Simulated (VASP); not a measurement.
# Re (P1) in VASP: single point with PBE

Aim: the single point of Re with PBE.

All numbers are computed with VASP 6.6.1; they aren't measurements. Logs are shortened: lines on timing, memory, paths and dates and some standing lists are left out, and cuts for length are marked.

## 1. The cell of the first run

The typed cell holds 8 atoms: a = 5.633 Å, b = 6.310 Å, c = 5.646 Å, α = 63.41°, β = 60.11°, γ = 102.92°.

## 2. Single point, PBE

POSCAR

```
Re
1.0
   -0.0013790000      3.9825420000      3.9839560000
    5.9869660000     -1.9933760000      0.0000370000
    3.9929660000      3.9917190000     -0.0105550000
Re
8
Direct
    0.9937860000      0.9946060000      0.0112480000
    0.9868540000      0.9855550000      0.5146970000
    0.5031190000      0.5045260000      0.2456360000
    0.4918820000      0.5063730000      0.7545100000
    0.4947020000      0.9905830000      0.0145790000
    0.4967910000      0.0012770000      0.5065940000
    0.9951940000      0.4960700000      0.2515540000
    0.0079040000      0.5087570000      0.7419210000
```

INCAR.step1

```
SYSTEM = Re
  PREC = Accurate
  ENCUT = 520
  EDIFF = 1E-6
  ISMEAR = -1
  SIGMA = 0.1
  LREAL = .FALSE.
  LASPH = .TRUE.
  NELM = 80
  ALGO = Normal
  ISIF = 2
  LWAVE = .FALSE.
  LCHARG = .TRUE.
  LMAXMIX = 4
  GGA = PE
  NBANDS = 38
```

KPOINTS.step1

```
Automatic mesh
0
Gamma
  5 4 5
  0.5 0.5 0.5
```

INCAR.step2

```
SYSTEM = Re
  PREC = Accurate
  ENCUT = 520
  EDIFF = 1E-6
  ISMEAR = -5
  SIGMA = 0.1
  LREAL = .FALSE.
  LASPH = .TRUE.
  NELM = 80
  ALGO = Normal
  ISIF = 2
  LWAVE = .FALSE.
  LCHARG = .FALSE.
  LMAXMIX = 4
  GGA = PE
  LORBIT = 11
  NEDOS = 2001
  ICHARG = 11
```

KPOINTS.step2

```
regular mesh
0
G
  8 6 8
  0 0 0
```

Potentials or basis: VASP PAW PBE potentials, release 64 (Re).

Started as:

```
cat potpaw_PBE.64/Re/POTCAR > POTCAR
cp INCAR.step1 INCAR
cp KPOINTS.step1 KPOINTS
mpirun -np 1 vasp_std > vasp.out
cp INCAR.step2 INCAR
cp KPOINTS.step2 KPOINTS
mpirun -np 1 vasp_std > vasp.out
```

OUTCAR:

```text
SYSTEM = Re
   PREC = Accurate
   ENCUT = 520
   EDIFF = 1E-6
   ISMEAR = -5
   LREAL = .FALSE.
   LASPH = .TRUE.
   NELM = 80
   ISIF = 2
   GGA = PE
   LORBIT = 11
   ICHARG = 11

 ion  position               nearest neighbor table
   1  0.994  0.995  0.011-   4 2.79   5 2.80   3 2.80   2 2.80   7 2.82   6 2.82   6 2.83   5 2.84
                             4 2.85   2 2.85   8 2.86   3 2.89
   2  0.987  0.986  0.515-   3 2.75   4 2.75   8 2.75   1 2.80   6 2.81   5 2.82   5 2.83   6 2.83
                             1 2.85   7 2.86   4 2.89   3 2.89
   3  0.503  0.505  0.246-   2 2.75   5 2.77   1 2.80   4 2.80   7 2.80   8 2.82   6 2.82   8 2.83
                             7 2.83   4 2.85   1 2.89   2 2.89
   4  0.492  0.506  0.755-   2 2.75   7 2.76   8 2.77   6 2.78   1 2.79   3 2.80   1 2.85   3 2.85
                             8 2.87   7 2.89   2 2.89   5 2.92
   5  0.495  0.991  0.015-   8 2.74   3 2.77   1 2.80   6 2.81   2 2.82   2 2.83   6 2.83   7 2.83
                             1 2.84   8 2.87   7 2.87   4 2.92
   6  0.497  0.001  0.507-   4 2.78   7 2.78   8 2.80   2 2.81   5 2.81   1 2.82   7 2.82   3 2.82
                             2 2.83   1 2.83   5 2.83   8 2.88
   7  0.995  0.496  0.252-   4 2.76   6 2.78   3 2.80   8 2.81   1 2.82   6 2.82   3 2.83   5 2.83
                             8 2.84   2 2.86   5 2.87   4 2.89
   8  0.008  0.509  0.742-   5 2.74   2 2.75   4 2.77   6 2.80   7 2.81   3 2.82   3 2.83   7 2.84
                             1 2.86   4 2.87   5 2.87   6 2.88

  LATTYP: Found a triclinic cell.
 ALAT       =     4.8925627938
 B/A-ratio  =     2.3061805935
 C/A-ratio  =     1.1546058671
 COS(alpha) =     0.0000435752
 COS(beta)  =     0.2900147727
 COS(gamma) =     0.8657978427

  Lattice vectors:

 A1 = (   1.9926210000,  -2.0025530000,   3.9945480000)
 A2 = (   7.9782080000,  -0.0133870000,   7.9785410000)
 A3 = (  -3.9943450000,  -0.0091770000,   3.9945110000)

Analysis of symmetry for initial positions (statically):
=====================================================================
 Subroutine PRICEL returns:
 Original cell was already a primitive cell.

 Routine SETGRP: Setting up the symmetry group for a
 triclinic supercell.

 Subroutine GETGRP returns: Found  1 space group operations
 (whereof  1 operations were pure point group operations)
 out of a pool of  2 trial point group operations.

The static configuration has the point symmetry C_1 .

Analysis of symmetry for dynamics (positions and initial velocities):
=====================================================================
 Subroutine PRICEL returns:
 Original cell was already a primitive cell.

 Routine SETGRP: Setting up the symmetry group for a
 triclinic supercell.

 Subroutine GETGRP returns: Found  1 space group operations
 (whereof  1 operations were pure point group operations)
 out of a pool of  2 trial point group operations.

The dynamic configuration has the point symmetry C_1 .

 Subroutine INISYM returns: Found  1 space group operations
 (whereof  1 operations are pure point group operations),
 and found     1 'primitive' translations

----------------------------------------------------------------------------------------

                                     Primitive cell

  volume of cell :     127.1722

  direct lattice vectors                    reciprocal lattice vectors
    -0.001379000  3.982542000  3.983956000     0.000164284  0.000498066  0.250508956
     5.986966000 -1.993376000  0.000037000     0.125380168 -0.125088577  0.125087579
     3.992966000  3.991719000 -0.010555000     0.062448171  0.187555252 -0.187467069

  length of vectors
     5.633165016  6.310095860  5.646034844     0.250509505  0.216827676  0.272434668

  position of ions in fractional coordinates (direct lattice)
     0.993786000  0.994606000  0.011248000
     0.986854000  0.985555000  0.514697000
     0.503119000  0.504526000  0.245636000
     0.491882000  0.506373000  0.754510000
     0.494702000  0.990583000  0.014579000
     0.496791000  0.001277000  0.506594000
     0.995194000  0.496070000  0.251554000
     0.007904000  0.508757000  0.741921000

[... 24 lines left out ...]
     0.007806021  0.023444407 -0.023433384    -0.000000000 -0.000000000  0.125000000

  Length of vectors
     0.031313688  0.036137946  0.034054334

  Shift w.r.t. Gamma in fractional coordinates (k-lattice)
     0.000000000  0.000000000  0.000000000

 TETIRR: Found   1152 inequivalent tetrahedra from     2304

 Subroutine IBZKPT returns following result:
 ===========================================

 Found    196 irreducible k-points:

 Following reciprocal coordinates:
            Coordinates               Weight
  0.000000  0.000000  0.000000      1.000000
  0.125000 -0.000000  0.000000      2.000000
  0.250000 -0.000000  0.000000      2.000000
  0.375000 -0.000000  0.000000      2.000000
  0.500000 -0.000000  0.000000      1.000000
  0.000000  0.166667 -0.000000      2.000000
[... 16 lines left out ...]
  0.125000  0.500000 -0.000000      2.000000
  0.250000  0.500000 -0.000000      2.000000
 [... further k-points ...]
   k-points           NKPTS =    196   k-points in BZ     NKDIM =    196   number of bands    NBANDS=     33
   number of dos      NEDOS =   2001   number of ions     NIONS =      8
   total plane-waves  NPLWV =  84672
   dimension x,y,z NGX =    42 NGY =   48 NGZ =   42
   dimension x,y,z NGXF=    84 NGYF=   96 NGZF=   84
   ions per type =               8
   NGX,Y,Z   is equivalent  to a cutoff of  12.40, 12.65, 12.37 a.u.
   NGXF,Y,Z  is equivalent  to a cutoff of  24.79, 25.29, 24.73 a.u.
 SYSTEM =  Re
   PREC   = accura    normal or accurate (medium, high low for compatibility)
   ISTART =      0    job   : 0-new  1-cont  2-samecut
   ICHARG =     11    charge: 1-file 2-atom 10-const
   ISPIN  =      1    spin polarized calculation?
   LNONCOLLINEAR =      F non collinear calculations
   LSORBIT =      F    spin-orbit coupling
   LASPH  =      T    aspherical Exc in radial PAW
   ENCUT  =  520.0 eV  38.22 Ry    6.18 a.u.  10.47 11.73 10.50*2*pi/ulx,y,z
   NELM   =     80;   NELMIN=  2; NELMDL=  0     # of ELM steps
   EDIFF  = 0.1E-05   stopping-criterion for ELM
   LREAL  =      F    real-space projection
   EDIFFG = 0.1E-04   stopping-criterion for IOM
   NSW    =      0    number of steps for IOM
   IBRION =     -1    ionic relax: 0-MD 1-quasi-New 2-CG
   NFREE  =      0    steps in history (QN), initial steepest desc. (CG)
   ISIF   =      2    stress and relaxation
   ISYM   =      2    0-nonsym 1-usesym 2-fastsym
   POTIM  = 0.5000    time-step for ionic-motion
   TEBEG  =    0.0;   TEEND  =   0.0 temperature during run
   PSTRESS=    0.0 pullay stress
   NELECT =      56.0000    total number of electrons
   NUPDOWN=      -1.0000    fix difference up-down
   EMIN   =  10.00;   EMAX   =-10.00  energy-range for DOS
   EFERMI =   0.00;   METHOD = LEGACY
   ISMEAR =    -5;   SIGMA  =   0.10  broadening in eV -4-tet -1-fermi 0-gaus
   EFERMI_NEDOS =   21; number of points for ismear=-14 and -15
   IALGO  =     38    algorithm
   IMIX   =      4    mixing-type and parameters
     AMIX     =   0.40;   BMIX     =  1.00
     AMIX_MAG =   1.60;   BMIX_MAG =  1.00
  volume/ion in A,a.u.               =      15.90       107.28
  Fermi-wavevector in a.u.,A,eV,Ry     =   1.245490  2.353634 21.105964  1.551245
  Thomas-Fermi vector in A             =   2.379710
   LORBIT       =     11    0 simple, 1 ext, 2 COOP (PROOUT), +10 PAW based schemes
   GGA     = PE    functional components
   LHFCALC =     F    Hartree Fock is set to
   AEXX    =    0.0000 exact exchange contribution
   IVDW    =     0    specifies the selected vdW correction
   LEPSILON=     F    determine dielectric tensor
   LRPA    =     F    only Hartree local field effects (RPA)
 non-spin polarized calculation
 Fermi weights with tetrahedron method with Bloechl corrections
  energy-cutoff  :      520.00
  volume of cell :      127.17
 maximum number of plane-waves:      3472
 NGX is ok and might be reduce to    42

 number of electron      56.0000000 magnetization

 Free energy of the ion-electron system (eV)
  ---------------------------------------------------
  ext. energy  EPLUGINS =         0.00000000
  ---------------------------------------------------
  free energy    TOTEN  =       -98.41187052 eV

  energy without entropy =      -98.41187052  energy(sigma->0) =      -98.41187052

 E-fermi :   7.1785     XC(G=0): -13.3050

 val. band max:        7.4032137997   @ k =  -0.2500   0.1667  -0.0000
 cond. band min:       7.0006441716   @ k =   0.3750  -0.0000   0.0000
 fundamental gap:     -0.4025696281
 Fermi energy:         7.1785073681

 k-point     1 :       0.0000    0.0000    0.0000
  band No.  band energies     occupation
      1      -2.3695      2.00000
      2       0.8780      2.00000
      3       0.8896      2.00000
      4       1.0409      2.00000
      5       1.8488      2.00000
      6       2.0381      2.00000
[... 853 lines left out ...]
     32       8.7891      0.00000
     33       9.1086      0.00000

 [... further k-points ...]

------------------------ aborting loop because EDIFF is reached ----------------------------------------

  FORCE on cell =-STRESS in cart. coord.  units (eV):
  Direction    XX          YY          ZZ          XY          YZ          ZX
  --------------------------------------------------------------------------------------
  -------------------------------------------------------------------------------------
  Total      -14.6944355    -14.3710586    -14.8535696     -0.1891250      0.6455441     -0.2026568
  in kB     -185.1276945   -181.0536338   -187.1325447     -2.3826891      8.1328801     -2.5531693
  external PRESSURE =    -184.4379577 kB  Pullay stress =       0.0000000 kB

 VOLUME and BASIS-vectors are now :
 -----------------------------------------------------------------------------
  energy-cutoff  :      520.00
  volume of cell :      127.17
      direct lattice vectors                 reciprocal lattice vectors
    -0.001379000  3.982542000  3.983956000     0.000164284  0.000498066  0.250508956
     5.986966000 -1.993376000  0.000037000     0.125380168 -0.125088577  0.125087579
     3.992966000  3.991719000 -0.010555000     0.062448171  0.187555252 -0.187467069

 POSITION                                       TOTAL-FORCE (eV/Angst)
 -----------------------------------------------------------------------------------
      5.99821      2.02007      3.95912        -0.099461      0.028871     -0.061022
      7.95429      4.02013      3.92619         0.191873     -0.163067      0.161898
      4.00070      1.97849      2.00183         0.106114      0.043431     -0.073432
      6.04369      3.96134      1.95169        -0.125338      0.080840      0.118450
      5.98812      0.05376      1.97075        -0.051032     -0.188106      0.025798
      2.02977      3.99813      1.97385        -0.187374      0.091002     -0.138544
      3.97303      3.97868      3.96217         0.281236     -0.019193      0.168220
      6.00837      1.97887      0.02368        -0.116019      0.126222     -0.201367
 -----------------------------------------------------------------------------------
    total drift:                               -0.000848      0.000644     -0.000168

  FREE ENERGIE OF THE ION-ELECTRON SYSTEM (eV)
  ---------------------------------------------------
  free  energy   TOTEN  =       -98.4118705242 eV

  energy  without entropy=      -98.4118705242  energy(sigma->0) =      -98.41187052

 total charge

# of ion       s       p       d       tot
------------------------------------------
    1        0.584   0.601   4.683   5.868
    2        0.591   0.613   4.707   5.912
    3        0.590   0.610   4.704   5.904
    4        0.588   0.604   4.702   5.894
    5        0.586   0.604   4.690   5.880
    6        0.589   0.612   4.705   5.906
    7        0.586   0.603   4.689   5.878
    8        0.590   0.611   4.701   5.903
--------------------------------------------------
tot          4.704   4.858  37.582  47.145
```

Run time: 21 min. Hardware: 1 thread of Intel Xeon 6975P-C (Granite Rapids), shared host; peak memory 0.7 GiB.

What came out:

| Quantity | Value |
| --- | --- |
| Valence electrons inside the program's atomic spheres | Re 5.87, 5.91, 5.90, 5.89, 5.88 (each value once) |

Levels at points of the mesh, in eV from the Fermi level:
```
           k point  band 26  band 27  band 28  band 29  band 30  band 31
(0.00, 0.00, 0.00)     0.05     0.16     0.18     0.44     0.46     1.15
(0.50, 0.00, 0.00)    -0.29     0.04     0.18     0.22     0.31     0.33
(0.00, 0.50, 0.00)     0.13     0.19     0.43     1.08     1.28     1.37
(0.50, 0.50, 0.00)    -1.21    -0.36    -0.28     0.08     0.25     0.33
(0.00, 0.00, 0.50)    -0.82    -0.19    -0.07     0.57     0.68     0.76
(0.50, 0.00, 0.50)    -0.71    -0.19    -0.17    -0.12    -0.08     0.28
(0.00, 0.50, 0.50)    -0.67    -0.18    -0.16    -0.08    -0.05     0.32
(0.50, 0.50, 0.50)    -0.89    -0.17    -0.07     0.58     0.63     0.71
```

Caveat: spin-orbit coupling is left out, which moves the levels of the heavy elements.
